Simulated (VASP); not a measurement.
**Al2Pt: single point with PBE**

The system is Al2Pt.

```
CELL_PARAMETERS angstrom
0.00000 2.97457 2.97457
2.97457 0.00000 2.97457
2.97457 2.97457 0.00000
ATOMIC_POSITIONS crystal
Pt 0.00000 0.00000 0.00000
Al 0.75000 0.75000 0.75000
Al 0.25000 0.25000 0.25000
```

```yaml
Program: VASP 6.6.1
Task: single point
Functional: PBE
Potentials_or_basis: VASP PAW PBE potentials, release 64 (Pt, Al)
Cutoff: 520 eV
k_mesh: 8 × 8 × 8
Occupations: fermi-dirac, width 0.05 eV
Spin: no spin polarisation
Dipole_correction: no
Further_INCAR_settings: ALGO = Normal; EDIFF = 1e-07; NBANDS = 15
```

| Item | Value |
| --- | --- |
| Pressure | -0.3 GPa |
| Band gap on the k mesh | zero (band 8 reaches 11.48 eV, above the bottom of band 9 at 6.10 eV) |

Levels at points of the mesh, in eV from the Fermi level:
```tsv
k point	band 6	band 7	band 8	band 9	band 10	band 11
(0.00, 0.00, 0.00)	-3.58	2.84	3.84	3.84	3.84	5.33
(0.50, 0.00, 0.00)	-3.37	-3.37	1.05	1.05	3.76	5.10
(0.50, 0.50, 0.00)	-3.32	-3.10	-1.54	-1.54	3.04	3.39
```

Wall time 13 s on 1 thread of Intel(R) Xeon(R) Platinum 8488C (Sapphire Rapids), on a shared host, peak memory 0.18 GiB.

Caveat: spin-orbit coupling is left out, which moves the levels of the heavy elements.
